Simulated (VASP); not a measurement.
# CsCdPO4 (P2_1) in VASP: electric field gradients with PBE

Aim: the electric field gradients of CsCdPO4 with PBE.

Program: VASP 6.6.1. These are calculated values, not measurements. Logs are shortened: lines on timing, memory, paths and dates and some standing lists are left out, and cuts for length are marked.

### 1 The cell of the first run

Symmetry: P2_1, No. 4, monoclinic system. Conventional cell: a = 9.059 Å, b = 5.641 Å, c = 9.463 Å, α = 90.00°, β = 90.24°, γ = 90.00°. Within 3.8 Å of Cs (site symmetry 1) lie 9 O at 2.91 to 3.73 Å and 1 P at 3.65 Å. Cs (site symmetry 1) has 11 O at 3.07 to 3.83 Å and 2 P at 3.78 to 3.85 Å and 2 Cd at 3.85 to 3.91 Å within 4.0 Å. Cd (site symmetry 1) has 5 O at 2.14 to 2.54 Å within 2.8 Å. Within 2.8 Å of Cd (site symmetry 1) lie 4 O at 2.14 to 2.17 Å. Within 2.1 Å of P (site symmetry 1) lie 4 O at 1.54 to 1.56 Å. Within 2.0 Å of P (site symmetry 1) lie 4 O at 1.53 to 1.55 Å. Within 2.1 Å of O (site symmetry 1) lie 1 P at 1.54 Å. Within 2.1 Å of O (site symmetry 1) lie 1 P at 1.54 Å.

### 2 Electric field gradients, PBE

INCAR

```
ALGO     = Normal         # electronic algorithm
EDIFF    = 1E-8           # SCF threshold, eV
ENCUT    = 520            # plane-wave cutoff, eV
GGA      = PE             # functional
ISIF     = 2              # what is computed and relaxed
ISMEAR   = -1             # smearing method
LASPH    = True           # aspherical terms in the spheres
LCHARG   = False          # write CHGCAR
LEFG     = True         
LREAL    = Auto         
LWAVE    = False          # write WAVECAR
NBANDS   = 120            # bands
NELM     = 100            # most SCF steps
PREC     = Accurate       # precision mode
SIGMA    = 0.02           # smearing width, eV
```

KPOINTS

```
k-points
0
Gamma
  3 4 3
```

POSCAR

```
CsCdPO4
1.0
    9.0589000000      0.0000000000      0.0000000000
    0.0000000000      5.6406000000      0.0000000000
   -0.0403007454      0.0000000000      9.4633141874
Cs Cd P O
4 4 4 16
Direct
    0.1775300000      0.8859900000      0.0141300000
    0.8224700000      0.3859900000      0.9858700000
    0.3226600000      0.9272000000      0.5135700000
    0.6773400000      0.4272000000      0.4864300000
    0.0737400000      0.4384400000      0.3412800000
    0.9262600000      0.9384400000      0.6587200000
    0.5964100000      0.8780200000      0.1632700000
    0.4035900000      0.3780200000      0.8367300000
    0.6014000000      0.8789000000      0.8111000000
    0.3986000000      0.3789000000      0.1889000000
    0.9176000000      0.9023000000      0.3071000000
    0.0824000000      0.4023000000      0.6929000000
    0.9394000000      0.6853000000      0.2102000000
    0.0606000000      0.1853000000      0.7898000000
    0.4213000000      0.1147000000      0.2248000000
    0.5787000000      0.6147000000      0.7752000000
    0.6844000000      0.9028000000      0.9540000000
    0.3156000000      0.4028000000      0.0460000000
    0.4491000000      0.0058000000      0.8159000000
    0.5509000000      0.5058000000      0.1841000000
    0.9911000000      0.1196000000      0.2402000000
    0.0089000000      0.6196000000      0.7598000000
    0.9940000000      0.8322000000      0.4475000000
    0.0060000000      0.3322000000      0.5525000000
    0.7524000000      0.9476000000      0.3328000000
    0.2476000000      0.4476000000      0.6672000000
    0.6948000000      0.9909000000      0.6932000000
    0.3052000000      0.4909000000      0.3068000000
```

Potentials or basis: VASP PAW PBE potentials, release 64 (Cs_sv, Cd, P, O).

Command:

```sh
cat potpaw_PBE.64/Cs_sv/POTCAR potpaw_PBE.64/Cd/POTCAR potpaw_PBE.64/P/POTCAR potpaw_PBE.64/O/POTCAR > POTCAR
mpirun -np 1 vasp_std > vasp.out
```

OUTCAR:

```text
EDIFF = 1E-8
   ENCUT = 520
   GGA = PE
   ISIF = 2
   ISMEAR = -1
   LASPH = True
   LREAL = Auto
   NELM = 100
   PREC = Accurate

 ion  position               nearest neighbor table
   1  0.178  0.886  0.014-
   2  0.822  0.386  0.986-
   3  0.323  0.927  0.514-
   4  0.677  0.427  0.486-
   5  0.074  0.438  0.341-  28 2.14  21 2.17  24 2.18  13 2.22  23 2.54  11 2.99  10 3.30  12 3.33
                            11 3.35
   6  0.926  0.938  0.659-  27 2.14  22 2.17  23 2.18  14 2.22  24 2.54  12 2.99   9 3.30  11 3.33
                            12 3.35
   7  0.596  0.878  0.163-  17 2.14  20 2.15  15 2.16  25 2.17  11 3.21   9 3.33  10 3.35  10 3.35
[... 11 lines left out ...]
  13  0.939  0.685  0.210-  11 1.54   5 2.22
  14  0.061  0.185  0.790-  12 1.54   6 2.22
  15  0.421  0.115  0.225-  10 1.54   7 2.16
  16  0.579  0.615  0.775-   9 1.54   8 2.16
  17  0.684  0.903  0.954-   9 1.55   7 2.14
  18  0.316  0.403  0.046-  10 1.55   8 2.14
  19  0.449  0.006  0.816-   9 1.56   8 2.15
  20  0.551  0.506  0.184-  10 1.56   7 2.15
  21  0.991  0.120  0.240-  11 1.53   5 2.17
  22  0.009  0.620  0.760-  12 1.53   6 2.17
  23  0.994  0.832  0.447-  11 1.55   6 2.18   5 2.54
  24  0.006  0.332  0.553-  12 1.55   5 2.18   6 2.54
  25  0.752  0.948  0.333-  11 1.54   7 2.17
  26  0.248  0.448  0.667-  12 1.54   8 2.17
  27  0.695  0.991  0.693-   9 1.54   6 2.14
  28  0.305  0.491  0.307-  10 1.54   5 2.14

  LATTYP: Found a simple monoclinic cell.
 ALAT       =     9.0589000000
 B/A-ratio  =     0.6226583802
 C/A-ratio  =     1.0446522205
 COS(beta)  =    -0.0042585905

  Lattice vectors:

 A1 = (   9.0589000000,   0.0000000000,   0.0000000000)
 A2 = (   0.0000000000,   5.6406000000,   0.0000000000)
 A3 = (  -0.0403007454,   0.0000000000,   9.4633141874)

Analysis of symmetry for initial positions (statically):
=====================================================================
 Subroutine PRICEL returns:
 Original cell was already a primitive cell.

 Routine SETGRP: Setting up the symmetry group for a
 simple monoclinic supercell.

 Subroutine GETGRP returns: Found  2 space group operations
 (whereof  1 operations were pure point group operations)
 out of a pool of  4 trial point group operations.

The static configuration has the point symmetry C_1 .
 The point group associated with its full space group is C_2 .

Analysis of symmetry for dynamics (positions and initial velocities):
=====================================================================
 Subroutine PRICEL returns:
 Original cell was already a primitive cell.

 Routine SETGRP: Setting up the symmetry group for a
 simple monoclinic supercell.

 Subroutine GETGRP returns: Found  2 space group operations
 (whereof  1 operations were pure point group operations)
 out of a pool of  4 trial point group operations.

The dynamic configuration has the point symmetry C_1 .
 The point group associated with its full space group is C_2 .

 Subroutine INISYM returns: Found  2 space group operations
 (whereof  1 operations are pure point group operations),
 and found     1 'primitive' translations

----------------------------------------------------------------------------------------

                                     Primitive cell

  volume of cell :     483.5529

  direct lattice vectors                    reciprocal lattice vectors
     9.058900000  0.000000000  0.000000000     0.110388679  0.000000000  0.000470104
     0.000000000  5.640600000  0.000000000     0.000000000  0.177286104  0.000000000
    -0.040300745  0.000000000  9.463314187     0.000000000  0.000000000  0.105671225

  length of vectors
     9.058900000  5.640600000  9.463400000     0.110389680  0.177286104  0.105671225

  position of ions in fractional coordinates (direct lattice)
     0.177530000  0.885990000  0.014130000
     0.822470000  0.385990000  0.985870000
     0.322660000  0.927200000  0.513570000
     0.677340000  0.427200000  0.486430000
     0.073740000  0.438440000  0.341280000
[... 104 lines left out ...]
   NGX,Y,Z   is equivalent  to a cutoff of  12.85, 12.38, 12.30 a.u.
   NGXF,Y,Z  is equivalent  to a cutoff of  25.69, 24.76, 24.59 a.u.
 SYSTEM =  unknown system
   PREC   = accura    normal or accurate (medium, high low for compatibility)
   ISTART =      0    job   : 0-new  1-cont  2-samecut
   ICHARG =      2    charge: 1-file 2-atom 10-const
   ISPIN  =      1    spin polarized calculation?
   LNONCOLLINEAR =      F non collinear calculations
   LSORBIT =      F    spin-orbit coupling
   LASPH  =      T    aspherical Exc in radial PAW
   ENCUT  =  520.0 eV  38.22 Ry    6.18 a.u.  16.84 10.49 17.60*2*pi/ulx,y,z
   NELM   =    100;   NELMIN=  2; NELMDL= -5     # of ELM steps
   EDIFF  = 0.1E-07   stopping-criterion for ELM
   LREAL  =      T    real-space projection
   EDIFFG = 0.1E-06   stopping-criterion for IOM
   NSW    =      0    number of steps for IOM
   IBRION =     -1    ionic relax: 0-MD 1-quasi-New 2-CG
   NFREE  =      0    steps in history (QN), initial steepest desc. (CG)
   ISIF   =      2    stress and relaxation
   ISYM   =      2    0-nonsym 1-usesym 2-fastsym
   POTIM  = 0.5000    time-step for ionic-motion
   TEBEG  =    0.0;   TEEND  =   0.0 temperature during run
   PSTRESS=    0.0 pullay stress
   NELECT =     200.0000    total number of electrons
   NUPDOWN=      -1.0000    fix difference up-down
   EMIN   =  10.00;   EMAX   =-10.00  energy-range for DOS
   EFERMI =   0.00;   METHOD = LEGACY
   ISMEAR =    -1;   SIGMA  =   0.02  broadening in eV -4-tet -1-fermi 0-gaus
   EFERMI_NEDOS =   21; number of points for ismear=-14 and -15
   IALGO  =     38    algorithm
   IMIX   =      4    mixing-type and parameters
     AMIX     =   0.40;   BMIX     =  1.00
     AMIX_MAG =   1.60;   BMIX_MAG =  1.00
  volume/ion in A,a.u.               =      17.27       116.54
  Fermi-wavevector in a.u.,A,eV,Ry     =   1.219748  2.304990 20.242550  1.487785
  Thomas-Fermi vector in A             =   2.354989
   LORBIT       =      0    0 simple, 1 ext, 2 COOP (PROOUT), +10 PAW based schemes
   GGA     = PE    functional components
[... 5 lines left out ...]
 non-spin polarized calculation
  energy-cutoff  :      520.00
  volume of cell :      483.55
 maximum number of plane-waves:     13059
 NGX is ok and might be reduce to    70
   NGX = 33   NGY = 21   NGZ = 35

 number of electron     200.0000039 magnetization

 Free energy of the ion-electron system (eV)
  ---------------------------------------------------
  ext. energy  EPLUGINS =         0.00000000
  ---------------------------------------------------
  free energy    TOTEN  =      -163.04816378 eV

  energy without entropy =     -163.04816378  energy(sigma->0) =     -163.04816378

 E-fermi :   1.2707     XC(G=0):  -9.2390

 val. band max:        0.7567376185   @ k =  -0.3333   0.0000   0.3333
 cond. band min:       3.9105214864   @ k =   0.0000   0.0000   0.0000
 fundamental gap:      3.1537838679
 Fermi energy:         1.2707141016

 k-point     1 :       0.0000    0.0000    0.0000
  band No.  band energies     occupation
      1     -19.5825      2.00000
      2     -19.4674      2.00000
      3     -19.4580      2.00000
      4     -19.4343      2.00000
      5     -18.7856      2.00000
      6     -18.7820      2.00000
[... 1714 lines left out ...]
    111       7.8614      0.00000
    112       7.8614      0.00000
 [bands above 112 left out]

------------------------ aborting loop because EDIFF is reached ----------------------------------------

  FORCE on cell =-STRESS in cart. coord.  units (eV):
  Direction    XX          YY          ZZ          XY          YZ          ZX
  --------------------------------------------------------------------------------------
  -------------------------------------------------------------------------------------
  Total       14.9539423     16.8766676     16.3124127      0.0000000      0.0000000     -0.6135933
  in kB       49.5475582     55.9182089     54.0486379      0.0000000      0.0000000     -2.0330457
  external PRESSURE =      53.1714684 kB  Pullay stress =       0.0000000 kB

 VOLUME and BASIS-vectors are now :
 -----------------------------------------------------------------------------
  energy-cutoff  :      520.00
  volume of cell :      483.55
      direct lattice vectors                 reciprocal lattice vectors
     9.058900000  0.000000000  0.000000000     0.110388679  0.000000000  0.000470104
     0.000000000  5.640600000  0.000000000     0.000000000  0.177286104  0.000000000
    -0.040300745  0.000000000  9.463314187     0.000000000  0.000000000  0.105671225

 POSITION                                       TOTAL-FORCE (eV/Angst)
 -----------------------------------------------------------------------------------
      1.60766      4.99752      0.13372        -0.007351      0.000253     -0.003531
      7.41094      2.17722      9.32960         0.007351      0.000253      0.003531
      2.90225      5.22996      4.86007         0.000990      0.005274      0.003181
      6.11635      2.40966      4.60324        -0.000990      0.005274     -0.003181
      0.65425      2.47306      3.22964        -0.025281      0.039502      0.046225
      8.36435      5.29336      6.23367         0.025281      0.039502     -0.046225
[... 20 lines left out ...]
      6.26619      5.58927      6.55997         0.033750      0.477948     -0.502341
      2.75241      2.76897      2.90334        -0.033750      0.477948      0.502341
 -----------------------------------------------------------------------------------
    total drift:                                0.000000     -0.006192     -0.000007

  FREE ENERGIE OF THE ION-ELECTRON SYSTEM (eV)
  ---------------------------------------------------
  free  energy   TOTEN  =      -163.0481637756 eV

  energy  without entropy=     -163.0481637756  energy(sigma->0) =     -163.04816378

 Electric field gradients (V/A^2)
---------------------------------------------------------------------
 ion       V_xx      V_yy      V_zz      V_xy      V_xz      V_yz
---------------------------------------------------------------------
   1      39.775   -26.538   -13.238     1.544    16.662    23.709
   2      39.775   -26.538   -13.238    -1.544    16.662   -23.709
   3      68.554    -1.161   -67.393   -26.462   -18.048     3.659
   4      68.554    -1.161   -67.393    26.462   -18.048    -3.659
   5     -16.775    10.995     5.780   -18.464     5.758    24.730
   6     -16.775    10.995     5.780    18.464     5.758   -24.730
[... 20 lines left out ...]
  27      34.065   -40.113     6.048    16.419   -56.412   -38.356
  28      34.065   -40.113     6.048   -16.419   -56.412    38.356
---------------------------------------------------------------------

 Electric field gradients after diagonalization (V/A^2)
 (convention: |V_zz| > |V_xx| > |V_yy|)
----------------------------------------------------------------------
 ion       V_xx      V_yy      V_zz     asymmetry (V_yy - V_xx)/ V_zz
----------------------------------------------------------------------
   1     -45.472    -0.113    45.586       0.995
   2     -45.472    -0.113    45.586       0.995
   3     -69.749    -9.982    79.730       0.750
   4     -69.749    -9.982    79.730       0.750
   5     -34.007    -1.331    35.338       0.925
   6     -34.007    -1.331    35.338       0.925
[... 20 lines left out ...]
  27     -64.662   -24.151    88.813       0.456
  28     -64.662   -24.151    88.813       0.456
----------------------------------------------------------------------

           NMR quadrupolar parameters

 Cq : quadrupolar parameter    Cq=e*Q*V_zz/h
 eta: asymmetry parameters     (V_yy - V_xx)/ V_zz
 Q  : nuclear electric quadrupole moment in mb (millibarn)
----------------------------------------------------------------------
 ion       Cq(MHz)       eta       Q (mb)
----------------------------------------------------------------------
   1       0.110       0.995       1.000
   2       0.110       0.995       1.000
   3       0.193       0.750       1.000
   4       0.193       0.750       1.000
   5       0.085       0.925       1.000
   6       0.085       0.925       1.000
[... 20 lines left out ...]
  27       0.215       0.456       1.000
  28       0.215       0.456       1.000
----------------------------------------------------------------------
```

It took 21 min on 1 thread of Intel Xeon 6975P-C (Granite Rapids), shared host; peak memory 0.81 GiB.

What came out:

- Free energy: -163.0482 eV
- Pressure: 5.3 GPa
- Largest force: 0.762 eV/Å
- Band gap on the k mesh: 3.15 eV, indirect (least direct gap 3.18 eV)

Forces in eV/Å, atoms in the order of the input:
```
Cs  -0.007  0.000 -0.004
Cs   0.007  0.000  0.004
Cs   0.001  0.005  0.003
Cs  -0.001  0.005 -0.003
Cd  -0.025  0.040  0.046
Cd   0.025  0.040 -0.046
Cd  -0.076  0.185 -0.009
Cd   0.076  0.185  0.009
P   -0.241  0.187  0.302
P    0.241  0.187 -0.302
P    0.097 -0.024 -0.154
P   -0.097 -0.024  0.154
O   -0.075 -0.388 -0.651
O    0.075 -0.388  0.651
O   -0.007 -0.532  0.203
O    0.007 -0.532 -0.203
O    0.243  0.119 -0.070
O   -0.243  0.119  0.070
O    0.003 -0.438 -0.012
O   -0.003 -0.438  0.012
O    0.144  0.285 -0.482
O   -0.144  0.285  0.482
O    0.431 -0.143  0.598
O   -0.431 -0.143 -0.598
O   -0.619  0.227  0.376
O    0.619  0.227 -0.376
O    0.034  0.478 -0.502
O   -0.034  0.478  0.502
```

Stress tensor (GPa, compression positive):
```
 4.95  0.00 -0.20
 0.00  5.59  0.00
-0.20  0.00  5.40
```

Electric field gradients, principal values (V/Å²):
```
atom    least   middle  greatest (by size)
1 Cs   -0.113  -45.472              45.586
2 Cs   -0.113  -45.472              45.586
3 Cs   -9.982  -69.749              79.730
4 Cs   -9.982  -69.749              79.730
5 Cd   -1.331  -34.007              35.338
6 Cd   -1.331  -34.007              35.338
7 Cd   -0.057  -43.455              43.511
8 Cd   -0.057  -43.455              43.511
 9 P   -1.065   -3.395               4.460
10 P   -1.065   -3.395               4.460
11 P   -2.972   -7.706              10.678
12 P   -2.972   -7.706              10.678
13 O  -17.609  -58.265              75.874
14 O  -17.609  -58.265              75.874
15 O  -26.239  -64.272              90.512
16 O  -26.239  -64.272              90.512
17 O  -25.223  -67.172              92.395
18 O  -25.223  -67.172              92.395
19 O  -25.974  -64.879              90.853
20 O  -25.974  -64.879              90.853
21 O  -26.949  -60.743              87.692
22 O  -26.949  -60.743              87.692
23 O  -11.618  -67.223              78.841
24 O  -11.618  -67.223              78.841
25 O  -15.546  -66.216              81.761
26 O  -15.546  -66.216              81.761
27 O  -24.151  -64.662              88.813
28 O  -24.151  -64.662              88.813
```

Caveat: without QUAD_EFG the Cq values of the log hold for a quadrupole moment of 1 mb, not for the nuclei; spin-orbit coupling is left out, which moves the levels of the heavy elements.
